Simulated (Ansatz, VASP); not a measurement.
PbO2 in VASP and in Ansatz

```xyz
6
Lattice="5.0826 0.0000 0.0000 0.0000 5.0826 0.0000 0.0000 0.0000 3.4423" Properties=species:S:1:pos:R:3 pbc="T T T"
Pb    0.0000    0.0000    0.0000
Pb    2.5413    2.5413    1.7211
O     1.5655    1.5655    0.0000
O     4.1068    0.9758    1.7211
O     0.9758    4.1068    1.7211
O     3.5172    3.5172    0.0000
```

Alike in both runs: functional PBE; k mesh 8 × 8 × 10; occupations gaussian, width 0.1 eV; no spin polarisation.

Ansatz relaxed the structure, and its values are those at the end. VASP's run is a single point on that final structure, the one shown.

```csv
,VASP,Ansatz
version,VASP 6.6.1,Ansatz 0.2.0
potentials or method,"VASP PAW PBE potentials, release 64 (Pb_d, O), cutoff 520 eV","scalar-relativistic, plane waves, PAW"
valence electrons in the cell,52,52
```

```tsv
	VASP	Ansatz	Ansatz less VASP
gap on the k mesh at the Fermi level (eV)	none	none	-
pressure (GPa)	0.2	0.0	-0.21
rms of the force components (eV/Å)	0.006	0.001	-0.0053
```

A gap of «none» marks a metal or a gap that the smearing closes. With one functional, cell and mesh, what is left measures potentials, basis and numerics.

Neither program's run includes spin-orbit coupling.
